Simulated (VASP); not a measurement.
Wanted: the native input for a VASP 6.6.1 run.

* Task: single point
* Functional: PBEsol
* Potentials or basis: VASP PAW PBE potentials, release 64 (P)
* Cutoff: 520 eV
* k mesh: 12 × 12 × 12
* Occupations: gaussian, width 0.15 eV
* Spin: no spin polarisation
* Dipole correction: no
* Further INCAR settings: ALGO = Normal; EDIFF = 1e-06; NBANDS = 8

The structure of P lies in POSCAR:

```
P
1.0
    4.3797274788      0.0000000000      0.0000000000
    0.0000000000      4.3797274788      0.0000000000
    0.0000000000      0.0000000000      4.3780000000
P
1
Direct
    0.0000000000      0.0000000000      0.0000000000
```

This cell differs from its parent crystal: strain +0.025 along x and y, +0.000 along z.

One way to write it, as run:

INCAR

```
ALGO     = Normal         # electronic algorithm
EDIFF    = 1E-6           # SCF threshold, eV
ENCUT    = 520            # plane-wave cutoff, eV
GGA      = PS             # functional
ISIF     = 2              # what is computed and relaxed
ISMEAR   = 0              # smearing method
LASPH    = True           # aspherical terms in the spheres
LCHARG   = True           # write CHGCAR
LELF     = True           # ELF
LREAL    = False          # projectors in reciprocal space
LVHAR    = True         
LWAVE    = False          # write WAVECAR
NBANDS   = 8              # bands
NELM     = 80             # most SCF steps
PREC     = Accurate       # precision mode
SIGMA    = 0.15           # smearing width, eV
```

KPOINTS

```
k-points
0
Gamma
  12 12 12
```

Potentials or basis: VASP PAW PBE potentials, release 64 (P).

Command:

```sh
$ cat potpaw_PBE.64/P/POTCAR > POTCAR
$ mpirun -np 1 vasp_std > vasp.out
```

It gave:

- Pressure: -3.4 GPa

Caveat: the cell differs from its parent crystal (strain +0.025 along x and y, +0.000 along z); the PAW data sets were made with another functional, which shifts forces and pressure a little.

Wall time 44 s on 1 thread of Intel(R) Xeon(R) 6975P-C (Granite Rapids), with other jobs on the host, peak memory 0.26 GiB.
